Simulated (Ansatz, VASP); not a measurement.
## One calculation of SnSe2, two programs

```
Sn Se
1.0
     3.83905    0.00000    0.00000
    -1.91952    3.32471    0.00000
     0.00000    0.00000    5.71105
Sn Se
1 2
Direct
  0.00000 0.00000 0.00000
  0.33333 0.66667 0.26515
  0.66667 0.33333 0.73485
```

Change from the starting cell: strain +0.000 along x and y, -0.050 along z, atoms carried along.

Alike in both runs: task single point; functional PBE; dispersion D3(BJ); k mesh 12 × 12 × 6; occupations gaussian, width 0.03 eV; no spin polarisation.

```csv
,VASP,Ansatz
version,VASP 6.6.1,Ansatz 0.2.0
potentials or method,"VASP PAW PBE potentials, release 64 (Sn_d, Se), cutoff 520 eV","scalar-relativistic, plane waves, PAW"
valence electrons in the cell,26,46
```

VASP gave:

```
gap on the k mesh at the Fermi level (eV)                     : 0.21
least direct gap on the mesh (eV)                             : 0.47
pressure (GPa)                                                : 4.0
traceless stress, the component that is largest in VASP (GPa) : 1.91
rms of the force components (eV/Å)                            : 0.332
```

Q: Estimate Ansatz's values.

A: gap on the k mesh at the Fermi level (eV): 0.22; least direct gap on the mesh (eV): 0.48; pressure (GPa): 3.9; traceless stress, the component that is largest in VASP (GPa): 1.91; rms of the force components (eV/Å): 0.325.

Atom by atom the forces differ by 0.008 eV/Å (rms over components). VASP's potentials hold 26 valence electrons a cell and Ansatz's 46, so a difference there can come from the potentials and not from the codes.
